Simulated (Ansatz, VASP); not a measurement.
Two plane-wave programs on Si

```
Si
1.0
    -1.52256    1.52256    1.52256
     1.52256   -1.52256    1.52256
     1.52256    1.52256   -1.52256
Si
1
Direct
  0.00000 0.00000 0.00000
```

Alike in both runs: functional r2SCAN; k mesh 6 × 6 × 6; occupations gaussian, width 0.1 eV; no spin polarisation.

Ansatz relaxed the structure, and its values are those at the end. VASP's run is a single point on that final structure, the one shown.

```csv
,VASP,Ansatz
version,VASP 6.6.1,Ansatz 0.2.0
potentials or method,"VASP PAW PBE potentials, release 64 (Si), cutoff 550 eV","scalar-relativistic, plane waves, PAW"
valence electrons in the cell,4,4
```

```tsv
	VASP	Ansatz	Ansatz less VASP
gap on the k mesh at the Fermi level (eV)	none	none	-
pressure (GPa)	0.2	0.1	-0.05
```

VASP's potentials were made for PBE, not for r2SCAN. A gap of «none» marks a metal or a gap that the smearing closes.

The k mesh is coarse, so the values compare programs but aren't converged.
